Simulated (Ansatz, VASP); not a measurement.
**Ge2BiO2: VASP beside Ansatz**

The input INCAR:

```
SYSTEM = Ge2BiO2
PREC     = Accurate       ! precision mode
ENCUT    = 600            ! plane-wave cutoff, eV
EDIFF    = 1E-7           ! SCF threshold, eV
ISMEAR   = 0              ! smearing method
SIGMA    = 0.1            ! smearing width, eV
LREAL    = .FALSE.        ! projectors in reciprocal space
LASPH    = .TRUE.         ! aspherical terms in the spheres
NELM     = 100            ! most SCF steps
ALGO     = Normal         ! electronic algorithm
ISIF     = 3              ! what is computed and relaxed
LWAVE    = .FALSE.        ! write WAVECAR
LCHARG   = .FALSE.        ! write CHGCAR
GGA      = PE             ! functional
IBRION   = 2              ! ionic algorithm
NSW      = 90             ! ionic steps
EDIFFG   = -0.04          ! ionic threshold
```

The input KPOINTS:

```
regular mesh
0
G
  6 6 6
  0 0 0
```

The input POSCAR:

```
Ge2BiO2
1.0
   -1.8469652500      1.8469652500      6.4352663300
    1.8469652500     -1.8469652500      6.4352663300
    1.8469652500      1.8469652500     -6.4352663300
Ge Bi O
2 1 2
Direct
    0.6663698600      0.6663698600      0.0000000000
    0.3336301400      0.3336301400      0.0000000000
    0.0000000000      0.0000000000      0.0000000000
    0.7500000000      0.2500000000      0.5000000000
    0.2500000000      0.7500000000      0.5000000000
```

Input for Ansatz:

```yaml
crystal:
  lattice:
    - [-1.84696525, 1.84696525, 6.43526633]
    - [1.84696525, -1.84696525, 6.43526633]
    - [1.84696525, 1.84696525, -6.43526633]
  atoms:
    - { symbol: Ge, position: [0.66636986, 0.66636986, 0.0] }
    - { symbol: Ge, position: [0.33363014, 0.33363014, 0.0] }
    - { symbol: Bi, position: [0.0, 0.0, 0.0] }
    - { symbol: O, position: [0.75, 0.25, 0.5] }
    - { symbol: O, position: [0.25, 0.75, 0.5] }
basis:
  ecutwfc: 420
kpoints:
  mp_grid: { grid: [6, 6, 6] }
hamiltonian:
  xc: pbe
scf:
  occupations: { method: gaussian, width: 0.1 }
  lower_state_search: "off"
output:
  forces: true
  stress: true
  eigenvalues: true
relax:
  adjacent_minimum: "off"
  f_tol: 0.04
  max_steps: 70
  cell: { stress_tol: 0.4 }
```

Change from the starting cell: species swapped into the Gd2BiO2 type (I4/mmm, No. 139).

Alike in both runs: task relaxation of cell and atoms; functional PBE; k mesh 6 × 6 × 6; occupations gaussian, width 0.1 eV; no spin polarisation.

|  | VASP | Ansatz |
| --- | --- | --- |
| version | VASP 6.6.1 | Ansatz 0.2.0 |
| potentials or method | VASP PAW PBE potentials, release 64 (Ge_d, Bi_d, O), cutoff 600 eV | scalar-relativistic, plane waves, PAW |
| valence electrons in the cell | 55 | 55 |

|  | VASP | Ansatz | Ansatz less VASP |
| --- | --- | --- | --- |
| gap on the k mesh at the Fermi level, each at its own relaxed structure (eV) | none | none | - |
| relaxed volume (Å³/atom) | 19.41 | 19.66 | +0.253 |
| relaxed length of the cell vector where the two differ most in proportion (Å) | 8.243 | 8.344 | +0.1013 |

A gap of «none» marks a metal or a gap that the smearing closes.

The k mesh is coarse, so the values compare programs but aren't converged. Neither program's run includes spin-orbit coupling.
